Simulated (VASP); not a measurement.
Here is a VASP 6.6.1 calculation.

Contents of INCAR:

```
SYSTEM = Cd3W
PREC = Accurate
ENCUT = 630
EDIFF = 1E-7
ISMEAR = 0
SIGMA = 0.1
LREAL = .FALSE.
LASPH = .TRUE.
NELM = 120
ALGO = Normal
ISIF = 3
LWAVE = .FALSE.
LCHARG = .FALSE.
GGA = PE
IBRION = 2
NSW = 90
EDIFFG = -0.04
GGA_COMPAT = .FALSE.
NELMIN = 4
```

Contents of KPOINTS:

```
Automatic mesh
0
G
  6 6 6
  0 0 0
```

File POSCAR:

```
Cd3W
1.0
   -2.1432089856      2.1432089856      4.7874278639
    2.1432089856     -2.1432089856      4.7874278639
    2.1432089856      2.1432089856     -4.7874278639
Cd W
3 1
Direct
    0.5000000000      0.5000000000      0.0000000000
    0.2500000000      0.7500000000      0.5000000000
    0.7500000000      0.2500000000      0.5000000000
    0.0000000000      0.0000000000      0.0000000000
```

Potentials or basis: VASP PAW PBE potentials, release 64 (Cd_sv_GW, W_sv).

The run is started by

```sh
$ cat potpaw_PBE.64/Cd_sv_GW/POTCAR potpaw_PBE.64/W_sv/POTCAR > POTCAR
$ mpirun -np 1 vasp_std > vasp.out
```

Question: Estimate the relaxed volume.

Answer: 19.54 Å³/atom.

Question: Predict the relaxed cell.

Answer: a = 5.435 Å, b = 5.435 Å, c = 5.435 Å, α = 135.36°, β = 135.36°, γ = 64.97°.

Question: Estimate the space group after relaxing (to 0.1 Å).

Answer: I4/mmm (No. 139).

Question: Predict the band gap on the k mesh.

Answer: Zero (bands 37 and 38 overlap by 1.26 eV).

Final structure:
```
Cd W
1.0
    -2.06420    2.06420    4.58505
     2.06420   -2.06420    4.58505
     2.06420    2.06420   -4.58505
Cd W
3 1
Direct
  0.50000 0.50000 0.00000
  0.25000 0.75000 0.50000
  0.75000 0.25000 0.50000
  0.00000 0.00000 0.00000
```

Caveat: spin-orbit coupling is left out, which moves the levels of the heavy elements.
